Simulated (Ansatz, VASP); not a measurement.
# Two plane-wave programs on Br

INCAR

```
PREC = Accurate
ENCUT = 520
EDIFF = 1E-7
ISMEAR = -1
SIGMA = 0.1
LREAL = False
LASPH = True
NELM = 100
ALGO = Normal
ISIF = 2
LWAVE = False
LCHARG = True
GGA = PE
LELF = True
LVHAR = True
NBANDS = 10
```

Contents of KPOINTS:

```
regular mesh
0
Gamma
  10 10 10
```

The input POSCAR:

```
Br
1.0
   -1.2867684000      1.7199972000      3.5779911600
    1.2867684000     -1.7199972000      3.5779911600
    1.2867684000      1.7199972000     -3.5779911600
Br
1
Direct
    0.0000000000      0.0000000000      0.0000000000
```

Input for Ansatz:

```yaml
crystal:
  lattice:
    - [-1.2867684, 1.7199972, 3.57799116]
    - [1.2867684, -1.7199972, 3.57799116]
    - [1.2867684, 1.7199972, -3.57799116]
  atoms:
    - { symbol: Br, position: [0.0, 0.0, 0.0] }
kpoints:
  mp_grid:
    grid: [10, 10, 10]
  band_path:
    path:
      - [0.0, 0.0, 0.0]
      - [0.5, 0.5, -0.5]
      - [0.28233, 0.71767, -0.28233]
    npoints: 8
hamiltonian:
  xc: pbe
scf:
  occupations:
    method: fermi_dirac
    width: 0.1
output:
  stress: true
```

Alike in both runs: task single point; functional PBE; k mesh 10 × 10 × 10; occupations fermi-dirac, width 0.1 eV; no spin polarisation.

|  | VASP | Ansatz |
| --- | --- | --- |
| version | VASP 6.6.1 | Ansatz 0.2.0 |
| potentials or method | VASP PAW PBE potentials, release 64 (Br) | plane waves, PAW |
| plane-wave cutoff (eV) | 520 | 420 |
| valence electrons in the cell | 7 | 7 |

|  | VASP | Ansatz | Ansatz less VASP |
| --- | --- | --- | --- |
| gap on the k mesh at the Fermi level (eV) | none | none | - |
| pressure (GPa) | 2.0 | 2.0 | -0.01 |
| traceless stress, the component that is largest in VASP (GPa) | 2.55 | 2.55 | +0.001 |

A gap of «none» marks a metal or a gap that the smearing closes.
